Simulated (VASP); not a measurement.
A run of VASP 6.6.1 is set up as follows.

File INCAR:

```
PREC = Accurate
ENCUT = 520
EDIFF = 1E-6
ISMEAR = 0
SIGMA = 0.05
LREAL = F
LASPH = T
NELM = 100
ALGO = Normal
ISIF = 2
LWAVE = F
LCHARG = T
GGA = PS
LELF = T
LVHAR = T
NBANDS = 35
```

Contents of KPOINTS:

```
regular mesh
0
Gamma
  10 10 2
```

File POSCAR:

```
MoS2
1.0
   -3.1414322132      0.0000000000      0.0000000000
   -1.5707161066     -2.7205601009      0.0000000000
    0.0000000000      0.0000000000     12.8288195080
Mo S
2 4
Direct
    0.3333333333      0.3333333333      0.2451281566
    0.6666666667      0.6666666667      0.7353844697
    0.3333333333      0.3333333333      0.6138536968
    0.6666666667      0.6666666667      0.1235973837
    0.3333333333      0.3333333333      0.8569152426
    0.6666666667      0.6666666667      0.3666589295
```

Potentials or basis: VASP PAW PBE potentials, release 64 (Mo_sv, S).

Launch:

```console
$ cat potpaw_PBE.64/Mo_sv/POTCAR potpaw_PBE.64/S/POTCAR > POTCAR
$ mpirun -np 1 vasp_std > vasp.out
```

Task: Predict the largest force.

Result: 0.013 eV/Å.

Task: What does it give for the pressure?

Result: -0.1 GPa.

Task: Estimate the band gap on the k mesh.

Result: 1.14 eV, indirect (least direct gap 1.98 eV).

Stress tensor (GPa, compression positive):
```
-0.05  0.00  0.00
 0.00 -0.05  0.00
 0.00  0.00 -0.23
```

Caveat: the PAW data sets were made with another functional, which shifts forces and pressure a little; this functional lacks dispersion, which binds the layers, so the pressure and a relaxed spacing across them are unreliable. A k mesh can miss the band edges.
